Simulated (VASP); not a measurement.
# CaHf4 (P6/mmm) in VASP: relaxation of cell and atoms with PBE

Aim: the relaxation of cell and atoms of CaHf4 with PBE.

Program: VASP 6.6.1. These are calculated values, not measurements. Logs are shortened: lines on timing, memory, paths and dates and some standing lists are left out, and cuts for length are marked.

**1. The cell of the first run**

It takes space group P6/mmm (No. 191, hexagonal). The conventional cell has a = 5.921 Å, b = 5.921 Å, c = 5.121 Å, α = 90.00°, β = 90.00°, γ = 120.00°. Ca (site symmetry 6/mmm) has 8 Hf at 2.56 to 2.96 Å within 3.4 Å. Hf (site symmetry mmm) has 8 Hf at 2.96 to 3.91 Å and 2 Ca at 2.96 Å within 4.0 Å. Within 3.4 Å of Hf (site symmetry 6/mmm) lie 2 Ca at 2.56 Å.

The cell was generated, and may not be a known phase.

**2. Relaxation of cell and atoms, PBE**

The input, INCAR:

```
SYSTEM = CaHf4
  PREC = Accurate
  ENCUT = 600
  EDIFF = 1E-7
  ISMEAR = 0
  SIGMA = 0.1
  LREAL = .False.
  LASPH = .True.
  NELM = 60
  ALGO = Fast
  ISIF = 3
  LWAVE = .False.
  LCHARG = .False.
  GGA = PE
  IBRION = 2
  NSW = 100
  EDIFFG = -0.01
```

The input, KPOINTS:

```
regular mesh
0
Gamma
  6 6 8
  0 0 0
```

The input, POSCAR:

```
CaHf4
1.0
    5.9212900785      0.0000000000      0.0000000000
   -2.9606450392      5.1279876311      0.0000000000
    0.0000000000      0.0000000000      5.1210018122
Ca Hf
1 4
Direct
    0.0000000000      0.0000000000      0.5000000000
    0.5000000000      0.0000000000      0.5000000000
    0.0000000000      0.5000000000      0.5000000000
    0.5000000000      0.5000000000      0.5000000000
    0.0000000000      0.0000000000      0.0000000000
```

Potentials or basis: VASP PAW PBE potentials, release 64 (Ca_sv, Hf_pv).

Launch:

```console
$ cat potpaw_PBE.64/Ca_sv/POTCAR potpaw_PBE.64/Hf_pv/POTCAR > POTCAR
$ mpirun -np 1 vasp_std > vasp.out
```

OUTCAR:

```text
SYSTEM = CaHf4
   PREC = Accurate
   ENCUT = 600
   EDIFF = 1E-7
   ISMEAR = 0
   LREAL = .False.
   LASPH = .True.
   NELM = 60
   ISIF = 3
   GGA = PE
   IBRION = 2
   NSW = 100
   EDIFFG = -0.01

 ion  position               nearest neighbor table
   1  0.000  0.000  0.500-   5 2.56   5 2.56   3 2.96   3 2.96   4 2.96   4 2.96   2 2.96   2 2.96

   2  0.500  0.000  0.500-   4 2.96   4 2.96   3 2.96   3 2.96   1 2.96   1 2.96
   3  0.000  0.500  0.500-   1 2.96   1 2.96   2 2.96   2 2.96   4 2.96   4 2.96
   4  0.500  0.500  0.500-   2 2.96   2 2.96   1 2.96   1 2.96   3 2.96   3 2.96
   5  0.000  0.000  0.000-   1 2.56   1 2.56

  LATTYP: Found a hexagonal cell.
 ALAT       =     5.9212900785
 C/A-ratio  =     0.8648456239

  Lattice vectors:

 A1 = (   5.9212900785,   0.0000000000,   0.0000000000)
 A2 = (  -2.9606450392,   5.1279876311,   0.0000000000)
 A3 = (   0.0000000000,   0.0000000000,   5.1210018122)

Analysis of symmetry for initial positions (statically):
=====================================================================
 Subroutine PRICEL returns:
 Original cell was already a primitive cell.

 Routine SETGRP: Setting up the symmetry group for a
 hexagonal supercell.

 Subroutine GETGRP returns: Found 24 space group operations
 (whereof 24 operations were pure point group operations)
 out of a pool of 24 trial point group operations.

The static configuration has the point symmetry D_6h.

Analysis of symmetry for dynamics (positions and initial velocities):
=====================================================================
 Subroutine PRICEL returns:
 Original cell was already a primitive cell.

 Routine SETGRP: Setting up the symmetry group for a
 hexagonal supercell.

 Subroutine GETGRP returns: Found 24 space group operations
 (whereof 24 operations were pure point group operations)
 out of a pool of 24 trial point group operations.

The dynamic configuration has the point symmetry D_6h.

 Subroutine INISYM returns: Found 24 space group operations
 (whereof 24 operations are pure point group operations),
 and found     1 'primitive' translations

----------------------------------------------------------------------------------------

                                     Primitive cell

  volume of cell :     155.4956

[... 101 lines left out ...]
   ISYM   =      2    0-nonsym 1-usesym 2-fastsym
   POTIM  = 0.5000    time-step for ionic-motion
   TEBEG  =    0.0;   TEEND  =   0.0 temperature during run
   PSTRESS=    0.0 pullay stress
   NELECT =      50.0000    total number of electrons
   NUPDOWN=      -1.0000    fix difference up-down
   EMIN   =  10.00;   EMAX   =-10.00  energy-range for DOS
   EFERMI =   0.00;   METHOD = LEGACY
   ISMEAR =     0;   SIGMA  =   0.10  broadening in eV -4-tet -1-fermi 0-gaus
   EFERMI_NEDOS =   21; number of points for ismear=-14 and -15
   IALGO  =     68    algorithm
   IMIX   =      4    mixing-type and parameters
     AMIX     =   0.40;   BMIX     =  1.00
     AMIX_MAG =   1.60;   BMIX_MAG =  1.00
  volume/ion in A,a.u.               =      31.10       209.87
  Fermi-wavevector in a.u.,A,eV,Ry     =   1.121568  2.119455 17.114955  1.257914
  Thomas-Fermi vector in A             =   2.258222
   LORBIT       =      0    0 simple, 1 ext, 2 COOP (PROOUT), +10 PAW based schemes
   GGA     = PE    functional components
   LHFCALC =     F    Hartree Fock is set to
   AEXX    =    0.0000 exact exchange contribution
   IVDW    =     0    specifies the selected vdW correction
   LEPSILON=     F    determine dielectric tensor
   LRPA    =     F    only Hartree local field effects (RPA)
 conjugate gradient relaxation of ions
 non-spin polarized calculation
 RMM-DIIS sequential band-by-band and
 Gauss-broadening in eV      SIGMA  =   0.10
  energy-cutoff  :      600.00
  volume of cell :      155.50
 maximum number of plane-waves:      5220
 NGX is ok and might be reduce to    48
   NGX = 23   NGY = 23   NGZ = 21

--------------------------------------- Ionic step        1  -------------------------------------------

 number of electron      50.0000003 magnetization

 Free energy of the ion-electron system (eV)
  ---------------------------------------------------
  ext. energy  EPLUGINS =         0.00000000
  ---------------------------------------------------
  free energy    TOTEN  =       -32.39305738 eV

  energy without entropy =      -32.35263335  energy(sigma->0) =      -32.37284536

------------------------ aborting loop because EDIFF is reached ----------------------------------------

  FORCE on cell =-STRESS in cart. coord.  units (eV):
  Direction    XX          YY          ZZ          XY          YZ          ZX
  --------------------------------------------------------------------------------------
  -------------------------------------------------------------------------------------
  Total       -0.1328233     -0.1328233      0.4979939     -0.0000000     -0.0000000      0.0000000
  in kB       -1.3685690     -1.3685690      5.1311699     -0.0000000     -0.0000000      0.0000000
  external PRESSURE =       0.7980106 kB  Pullay stress =       0.0000000 kB
[... 182 lines left out ...]
--------------------------------------- Ionic step        6  -------------------------------------------

 number of electron      50.0000000 magnetization

 Free energy of the ion-electron system (eV)
  ---------------------------------------------------
  ext. energy  EPLUGINS =         0.00000000
  ---------------------------------------------------
  free energy    TOTEN  =       -32.39525825 eV

  energy without entropy =      -32.35547952  energy(sigma->0) =      -32.37536889

 E-fermi :   2.3439     XC(G=0):  -9.2929

 val. band max:        2.3334863646   @ k =   0.1667   0.1667   0.0000
 cond. band min:       2.3485613514   @ k =   0.3333   0.1667   0.0000
 fundamental gap:      0.0150749867
 Fermi energy:         2.3439313107

 k-point     1 :       0.0000    0.0000    0.0000
  band No.  band energies     occupation
      1     -37.0546      2.00000
      2     -29.5730      2.00000
      3     -29.5361      2.00000
      4     -29.5361      2.00000
      5     -28.8613      2.00000
      6     -28.6544      2.00000
[... 781 lines left out ...]
     29       3.5467      0.00000
     30       3.6209      0.00000

 [... further k-points ...]

------------------------ aborting loop because EDIFF is reached ----------------------------------------

  FORCE on cell =-STRESS in cart. coord.  units (eV):
  Direction    XX          YY          ZZ          XY          YZ          ZX
  --------------------------------------------------------------------------------------
  -------------------------------------------------------------------------------------
  Total        0.0003664      0.0003664      0.0037680      0.0000000     -0.0000000      0.0000000
  in kB        0.0037510      0.0037510      0.0385731      0.0000000     -0.0000000      0.0000000
  external PRESSURE =       0.0153584 kB  Pullay stress =       0.0000000 kB
[... 20 lines left out ...]
  FREE ENERGIE OF THE ION-ELECTRON SYSTEM (eV)
  ---------------------------------------------------
  free  energy   TOTEN  =       -32.3952582536 eV

  energy  without entropy=      -32.3554795198  energy(sigma->0) =      -32.37536889

 reached required accuracy - stopping structural energy minimisation
```

It took 13 min on 1 thread of Intel Xeon 6975P-C (Granite Rapids), shared host; peak memory 0.45 GiB.

What came out:

| Item | Value |
| --- | --- |
| Free energy | -32.3953 eV |
| Relaxed volume | 31.30 Å³/atom |
| Relaxed cell | a = 5.916 Å, b = 5.916 Å, c = 5.163 Å, α = 90.00°, β = 90.00°, γ = 120.00° |
| Space group after relaxing (to 0.1 Å) | P6/mmm (No. 191) |
| Energy gained by relaxing | 0.4 meV/atom |
| Ionic steps | 6 |
| Pressure after relaxing | 0.0 GPa |
| Band gap on the k mesh | zero (bands 25 and 26 overlap by 0.61 eV) |

The path:
```csv
step,energy change (eV),largest force (eV/Å),pressure (GPa),volume (Å³)
1,0.0000,0.0000,0.08,155.50
2,-0.0018,0.0000,0.12,155.84
3,-0.0020,0.0000,0.13,155.95
4,-0.0020,0.0000,0.14,155.99
5,-0.0022,0.0000,-0.06,156.73
6,-0.0022,0.0000,0.00,156.51
```

Final structure:
```cif
data_structure
_symmetry_space_group_name_H-M 'P 1'
_symmetry_Int_Tables_number 1
_cell_length_a 5.9163
_cell_length_b 5.9163
_cell_length_c 5.1630
_cell_angle_alpha 90.000
_cell_angle_beta 90.000
_cell_angle_gamma 120.000
_cell_volume 156.51
loop_
_atom_site_label
_atom_site_type_symbol
_atom_site_fract_x
_atom_site_fract_y
_atom_site_fract_z
_atom_site_occupancy
Ca1 Ca 0.00000 0.00000 0.50000 1
Hf1 Hf 0.50000 0.00000 0.50000 1
Hf2 Hf 0.00000 0.50000 0.50000 1
Hf3 Hf 0.50000 0.50000 0.50000 1
Hf4 Hf 0.00000 0.00000 0.00000 1
```

Levels at points of the mesh, in eV from the Fermi level:
```tsv
k point	band 23	band 24	band 25	band 26	band 27	band 28
(0.00, 0.00, 0.00)	-1.15	-0.75	-0.43	0.50	0.50	1.64
(0.50, 0.00, 0.00)	-0.50	-0.31	-0.21	-0.10	0.13	0.17
(0.00, 0.00, 0.50)	-1.00	-1.00	0.19	0.19	0.71	0.71
(0.50, 0.00, 0.50)	-0.58	-0.46	0.02	0.27	0.36	0.50
```

Caveat: spin-orbit coupling is left out, which moves the levels of the heavy elements.
